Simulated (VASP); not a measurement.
Input of a VASP 6.6.1 run:

INCAR

```
ALGO     = Fast           # electronic algorithm
EDIFF    = 1E-6           # SCF threshold, eV
ENCUT    = 520            # plane-wave cutoff, eV
GGA      = PE             # functional
ISIF     = 2              # what is computed and relaxed
ISMEAR   = 0              # smearing method
LASPH    = T              # aspherical terms in the spheres
LCHARG   = T              # write CHGCAR
LELF     = T              # ELF
LREAL    = F              # projectors in reciprocal space
LVHAR    = T            
LWAVE    = F              # write WAVECAR
NBANDS   = 18             # bands
NELM     = 80             # most SCF steps
PREC     = Accurate       # precision mode
SIGMA    = 0.15           # smearing width, eV
```

File KPOINTS:

```
k-points
0
Gamma
  18 18 8
```

The input POSCAR:

```
Y
1.0
    3.5602117562      0.0000000000      0.0000000000
   -1.7801058781      3.0832338237      0.0000000000
    0.0000000000      0.0000000000      5.6037150000
Y
2
Direct
    0.3333333333      0.6666666667      0.2500000000
    0.6666666667      0.3333333333      0.7500000000
```

Potentials or basis: VASP PAW PBE potentials, release 64 (Y_sv).

Run with:

```bash
$ cat potpaw_PBE.64/Y_sv/POTCAR > POTCAR
$ mpirun -np 1 vasp_std > vasp.out
```

(1) Estimate the pressure.

(2) Estimate the band gap on the k mesh.

Results:

(1) 2.8 GPa.

(2) zero (band 11 reaches 4.40 eV, above the bottom of band 12 at 2.89 eV).

Caveat: the cell differs from its parent crystal (strain -0.025 along x and y, -0.025 along z).
